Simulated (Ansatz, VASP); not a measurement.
# Two plane-wave programs on Tl

```
CELL_PARAMETERS angstrom
0.00000 2.50025 2.50025
2.50025 0.00000 2.50025
2.50025 2.50025 0.00000
ATOMIC_POSITIONS crystal
Tl 0.00000 0.00000 0.00000
```

Alike in both runs: task single point; functional PBE; k mesh 12 × 12 × 12; occupations fermi-dirac, width 0.1 eV; no spin polarisation.

|  | VASP | Ansatz |
| --- | --- | --- |
| version | VASP 6.6.1 | Ansatz 0.2.0 |
| potentials or method | VASP PAW PBE potentials, release 64 (Tl_d), cutoff 520 eV | plane waves (420 eV) with PAW, scalar-relativistic |
| valence electrons in the cell | 13 | 13 |

VASP gave:

| Item | Value |
| --- | --- |
| pressure (GPa) | -0.1 |

Question: Estimate Ansatz's values.

Answer: Pressure (GPa): 0.0.

Spin-orbit coupling is off throughout.
